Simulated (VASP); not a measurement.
# CdO (Fm-3m) in VASP: single point with PBEsol

Aim: the single point of CdO with PBEsol.

All numbers are computed with VASP 6.6.1; they aren't measurements. Logs are shortened: lines on timing, memory, paths and dates and some standing lists are left out, and cuts for length are marked.

### 1 The cell of the first run

Symmetry: Fm-3m, No. 225, cubic system. Conventional cell: a = 4.691 Å, b = 4.691 Å, c = 4.691 Å, α = 90.00°, β = 90.00°, γ = 90.00°. Within 3.1 Å of Cd (site symmetry m-3m) lie 6 O at 2.35 Å. O (site symmetry m-3m) has 6 Cd at 2.35 Å within 3.1 Å.

### 2 Single point, PBEsol

POSCAR

```
CdO
1.0
    0.0000000000      2.3455731564      2.3455731564
    2.3455731564      0.0000000000      2.3455731564
    2.3455731564      2.3455731564      0.0000000000
Cd O
1 1
Direct
    0.0000000000      0.0000000000      0.0000000000
    0.5000000000      0.5000000000      0.5000000000
```

INCAR.step1

```
SYSTEM = CdO
PREC = Accurate
ENCUT = 520
EDIFF = 1E-6
ISMEAR = 0
SIGMA = 0.1
LREAL = .False.
LASPH = .True.
NELM = 120
ALGO = Normal
ISIF = 2
LWAVE = .False.
LCHARG = .True.
GGA = PS
NBANDS = 16
GGA_COMPAT = .False.
NEDOS = 2001
LORBIT = 11
```

KPOINTS.step1

```
Automatic mesh
0
Gamma
  16 16 16
  0 0 0
```

INCAR.step2

```
SYSTEM = CdO
PREC = Accurate
ENCUT = 520
EDIFF = 1E-6
ISMEAR = -5
SIGMA = 0.1
LREAL = .False.
LASPH = .True.
NELM = 120
ALGO = Normal
ISIF = 2
LWAVE = .False.
LCHARG = .False.
GGA = PS
LORBIT = 11
NEDOS = 1001
ICHARG = 11
GGA_COMPAT = .False.
```

KPOINTS.step2

```
Automatic mesh
0
Gamma
  24 24 24
  0 0 0
```

Potentials or basis: VASP PAW PBE potentials, release 64 (Cd, O).

The run is started by

```console
cat potpaw_PBE.64/Cd/POTCAR potpaw_PBE.64/O/POTCAR > POTCAR
cp INCAR.step1 INCAR
cp KPOINTS.step1 KPOINTS
mpirun -np 1 vasp_std > vasp.out
cp INCAR.step2 INCAR
cp KPOINTS.step2 KPOINTS
mpirun -np 1 vasp_std > vasp.out
```

OUTCAR:

```text
SYSTEM = CdO
   PREC = Accurate
   ENCUT = 520
   EDIFF = 1E-6
   ISMEAR = -5
   LREAL = .False.
   LASPH = .True.
   NELM = 120
   ISIF = 2
   GGA = PS
   LORBIT = 11
   ICHARG = 11

 ion  position               nearest neighbor table
   1  0.000  0.000  0.000-   2 2.35   2 2.35   2 2.35   2 2.35   2 2.35   2 2.35
   2  0.500  0.500  0.500-   1 2.35   1 2.35   1 2.35   1 2.35   1 2.35   1 2.35

  LATTYP: Found a face centered cubic cell.
 ALAT       =     4.6911463128

  Lattice vectors:

 A1 = (   0.0000000000,   2.3455731564,   2.3455731564)
 A2 = (   2.3455731564,   0.0000000000,   2.3455731564)
 A3 = (   2.3455731564,   2.3455731564,   0.0000000000)

Analysis of symmetry for initial positions (statically):
=====================================================================
 Subroutine PRICEL returns:
 Original cell was already a primitive cell.

 Routine SETGRP: Setting up the symmetry group for a
 face centered cubic supercell.

 Subroutine GETGRP returns: Found 48 space group operations
 (whereof 48 operations were pure point group operations)
 out of a pool of 48 trial point group operations.

The static configuration has the point symmetry O_h .

Analysis of symmetry for dynamics (positions and initial velocities):
=====================================================================
 Subroutine PRICEL returns:
 Original cell was already a primitive cell.

 Routine SETGRP: Setting up the symmetry group for a
 face centered cubic supercell.

 Subroutine GETGRP returns: Found 48 space group operations
 (whereof 48 operations were pure point group operations)
 out of a pool of 48 trial point group operations.

The dynamic configuration has the point symmetry O_h .

 Subroutine INISYM returns: Found 48 space group operations
 (whereof 48 operations are pure point group operations),
 and found     1 'primitive' translations

----------------------------------------------------------------------------------------

                                     Primitive cell

  volume of cell :      25.8093

  direct lattice vectors                    reciprocal lattice vectors
     0.000000000  2.345573156  2.345573156    -0.213167515  0.213167515  0.213167515
     2.345573156  0.000000000  2.345573156     0.213167515 -0.213167515  0.213167515
     2.345573156  2.345573156  0.000000000     0.213167515  0.213167515 -0.213167515

  length of vectors
     3.317141369  3.317141369  3.317141369     0.369216966  0.369216966  0.369216966

  position of ions in fractional coordinates (direct lattice)
     0.000000000  0.000000000  0.000000000
     0.500000000  0.500000000  0.500000000

  ion indices of the primitive-cell ions
   primitive index   ion index
                 1           1
                 2           2

----------------------------------------------------------------------------------------

 KPOINTS: Automatic mesh

Automatic generation of k-mesh.
 Grid dimensions read from file:
 generate k-points for:   24   24   24

 Generating k-lattice:

  Cartesian coordinates                     Fractional coordinates (reciprocal lattice)
    -0.008881980  0.008881980  0.008881980     0.041666667  0.000000000  0.000000000
     0.008881980 -0.008881980  0.008881980     0.000000000  0.041666667  0.000000000
     0.008881980  0.008881980 -0.008881980     0.000000000  0.000000000  0.041666667

  Length of vectors
     0.015384040  0.015384040  0.015384040

  Shift w.r.t. Gamma in fractional coordinates (k-lattice)
     0.000000000  0.000000000  0.000000000

 TETIRR: Found   1864 inequivalent tetrahedra from    82944

 Subroutine IBZKPT returns following result:
 ===========================================

 Found    413 irreducible k-points:

 Following reciprocal coordinates:
            Coordinates               Weight
  0.000000  0.000000  0.000000      1.000000
  0.041667  0.000000  0.000000      8.000000
  0.083333  0.000000  0.000000      8.000000
  0.125000  0.000000  0.000000      8.000000
  0.166667  0.000000  0.000000      8.000000
  0.208333  0.000000  0.000000      8.000000
[... 16 lines left out ...]
  0.416667  0.041667  0.000000     24.000000
  0.458333  0.041667  0.000000     24.000000
 [... further k-points ...]
   k-points           NKPTS =    413   k-points in BZ     NKDIM =    413   number of bands    NBANDS=     13
   number of dos      NEDOS =   1001   number of ions     NIONS =      2
   total plane-waves  NPLWV =  21952
   dimension x,y,z NGX =    28 NGY =   28 NGZ =   28
   dimension x,y,z NGXF=    56 NGYF=   56 NGZF=   56
   ions per type =               1   1
   NGX,Y,Z   is equivalent  to a cutoff of  14.03, 14.03, 14.03 a.u.
   NGXF,Y,Z  is equivalent  to a cutoff of  28.07, 28.07, 28.07 a.u.
 SYSTEM =  CdO
   PREC   = accura    normal or accurate (medium, high low for compatibility)
   ISTART =      0    job   : 0-new  1-cont  2-samecut
   ICHARG =     11    charge: 1-file 2-atom 10-const
   ISPIN  =      1    spin polarized calculation?
   LNONCOLLINEAR =      F non collinear calculations
   LSORBIT =      F    spin-orbit coupling
   LASPH  =      T    aspherical Exc in radial PAW
   ENCUT  =  520.0 eV  38.22 Ry    6.18 a.u.   6.17  6.17  6.17*2*pi/ulx,y,z
   NELM   =    120;   NELMIN=  2; NELMDL=  0     # of ELM steps
   EDIFF  = 0.1E-05   stopping-criterion for ELM
   LREAL  =      F    real-space projection
   EDIFFG = 0.1E-04   stopping-criterion for IOM
   NSW    =      0    number of steps for IOM
   IBRION =     -1    ionic relax: 0-MD 1-quasi-New 2-CG
   NFREE  =      0    steps in history (QN), initial steepest desc. (CG)
   ISIF   =      2    stress and relaxation
   ISYM   =      2    0-nonsym 1-usesym 2-fastsym
   POTIM  = 0.5000    time-step for ionic-motion
   TEBEG  =    0.0;   TEEND  =   0.0 temperature during run
   PSTRESS=    0.0 pullay stress
   NELECT =      18.0000    total number of electrons
   NUPDOWN=      -1.0000    fix difference up-down
   EMIN   =  10.00;   EMAX   =-10.00  energy-range for DOS
   EFERMI =   0.00;   METHOD = LEGACY
   ISMEAR =    -5;   SIGMA  =   0.10  broadening in eV -4-tet -1-fermi 0-gaus
   EFERMI_NEDOS =   21; number of points for ismear=-14 and -15
   IALGO  =     38    algorithm
   IMIX   =      4    mixing-type and parameters
     AMIX     =   0.40;   BMIX     =  1.00
     AMIX_MAG =   1.60;   BMIX_MAG =  1.00
  volume/ion in A,a.u.               =      12.90        87.09
  Fermi-wavevector in a.u.,A,eV,Ry     =   1.451800  2.743504 28.677301  2.107722
  Thomas-Fermi vector in A             =   2.569255
   LORBIT       =     11    0 simple, 1 ext, 2 COOP (PROOUT), +10 PAW based schemes
   GGA     = PS    functional components
   LHFCALC =     F    Hartree Fock is set to
   AEXX    =    0.0000 exact exchange contribution
   IVDW    =     0    specifies the selected vdW correction
   LEPSILON=     F    determine dielectric tensor
   LRPA    =     F    only Hartree local field effects (RPA)
 non-spin polarized calculation
 Fermi weights with tetrahedron method with Bloechl corrections
  energy-cutoff  :      520.00
  volume of cell :       25.81
 maximum number of plane-waves:       725
 NGX is ok and might be reduce to    28

 number of electron      18.0000003 magnetization

 Free energy of the ion-electron system (eV)
  ---------------------------------------------------
  ext. energy  EPLUGINS =         0.00000000
  ---------------------------------------------------
  free energy    TOTEN  =        -8.50286298 eV

  energy without entropy =       -8.50286298  energy(sigma->0) =       -8.50286298

 E-fermi :   1.9108     XC(G=0): -11.9921

 val. band max:        1.9302733455   @ k =   0.5000   0.0000   0.0000
 cond. band min:       1.9302734701   @ k =   0.5000   0.0000   0.0000
 fundamental gap:      0.0000001246
 Fermi energy:         1.9108102261

 k-point     1 :       0.0000    0.0000    0.0000
  band No.  band energies     occupation
      1     -15.4323      2.00000
      2      -4.7328      2.00000
      3      -4.7328      2.00000
      4      -4.7328      2.00000
      5      -4.4398      2.00000
      6      -4.4398      2.00000
      7       0.5499      2.00000
      8       0.5499      2.00000
      9       0.5499      2.00000
     10       1.4094      2.00000
     11      16.7061      0.00000
     12      18.8513      0.00000
     13      18.8513      0.00000

 k-point     2 :       0.0417    0.0000    0.0000
  band No.  band energies     occupation
      1     -15.4194      2.00000
      2      -4.7399      2.00000
      3      -4.7281      2.00000
      4      -4.7281      2.00000
      5      -4.4546      2.00000
      6      -4.4546      2.00000
      7       0.2788      2.00000
      8       0.5759      2.00000
      9       0.5759      2.00000
     10       1.7051      1.72741
     11      16.4670      0.00000
     12      18.5720      0.00000
     13      18.6841      0.00000

 k-point     3 :       0.0833    0.0000    0.0000
  band No.  band energies     occupation
      1     -15.3818      2.00000
      2      -4.7626      2.00000
      3      -4.7187      2.00000
      4      -4.7187      2.00000
      5      -4.4924      2.00000
      6      -4.4924      2.00000
      7      -0.1762      2.00000
      8       0.6511      2.00000
      9       0.6511      2.00000
     10       2.2348     -0.03262
     11      15.7987      0.00000
     12      18.2510      0.00000
     13      18.2562      0.00000
[... 305 lines left out ...]
 k-point    23 :       0.4167    0.0417    0.0000
  band No.  band energies     occupation
      1     -14.6835      2.00000
      2      -5.6158      2.00000
      3      -5.3094      2.00000
      4      -5.2729      2.00000
      5      -4.2357      2.00000
      6      -4.1898      2.00000
      7      -1.8995      2.00000
      8       1.7078      2.00000
      9       1.8059      2.00000
     10       6.0212      0.00000
     11       9.6631      0.00000
     12      13.9204      0.00000
     13      14.0967      0.00000

 k-point    24 :       0.4583    0.0417    0.0000
  band No.  band energies     occupation
      1     -14.6287      2.00000
      2      -5.7054      2.00000
      3      -5.3462      2.00000
      4      -5.3254      2.00000
      5      -4.1951      2.00000
      6      -4.1664      2.00000
      7      -1.9070      2.00000
      8       1.8185      2.00000
      9       1.8496      2.13822
     10       6.2234      0.00000
     11       9.3433      0.00000
     12      13.7101      0.00000
     13      13.8875      0.00000

 [... further k-points ...]
[... 5 lines left out ...]
  --------------------------------------------------------------------------------------
  -------------------------------------------------------------------------------------
  Total        0.2570492      0.2570492      0.2570492     -0.0000000     -0.0000000      0.0000000
  in kB       15.9569507     15.9569507     15.9569507     -0.0000000     -0.0000000      0.0000000
  external PRESSURE =      15.9569507 kB  Pullay stress =       0.0000000 kB

 VOLUME and BASIS-vectors are now :
 -----------------------------------------------------------------------------
  energy-cutoff  :      520.00
  volume of cell :       25.81
      direct lattice vectors                 reciprocal lattice vectors
     0.000000000  2.345573156  2.345573156    -0.213167515  0.213167515  0.213167515
     2.345573156  0.000000000  2.345573156     0.213167515 -0.213167515  0.213167515
     2.345573156  2.345573156  0.000000000     0.213167515  0.213167515 -0.213167515

 POSITION                                       TOTAL-FORCE (eV/Angst)
 -----------------------------------------------------------------------------------
      0.00000      0.00000      0.00000         0.000000      0.000000      0.000000
      2.34557      2.34557      2.34557         0.000000     -0.000000     -0.000000
 -----------------------------------------------------------------------------------
    total drift:                                0.000000      0.000000      0.000000

  FREE ENERGIE OF THE ION-ELECTRON SYSTEM (eV)
  ---------------------------------------------------
  free  energy   TOTEN  =        -8.5028629844 eV

  energy  without entropy=       -8.5028629844  energy(sigma->0) =       -8.50286298

 total charge

# of ion       s       p       d       tot
------------------------------------------
    1        0.340   0.265   9.648  10.253
    2        1.569   3.339   0.000   4.909
--------------------------------------------------
tot          1.910   3.604   9.648  15.161
```

Run time: 1.8 min. Hardware: 1 thread of Intel Xeon Platinum 8375C at 2.90GHz (Ice Lake), shared host; peak memory 0.27 GiB.

Results:

| Item | Value |
| --- | --- |
| Valence electrons inside the program's atomic spheres | Cd 10.25; O 4.91 |

Caveat: the PAW data sets were made with another functional, which shifts forces and pressure a little; tetrahedron occupations give inexact forces and stress in metals.
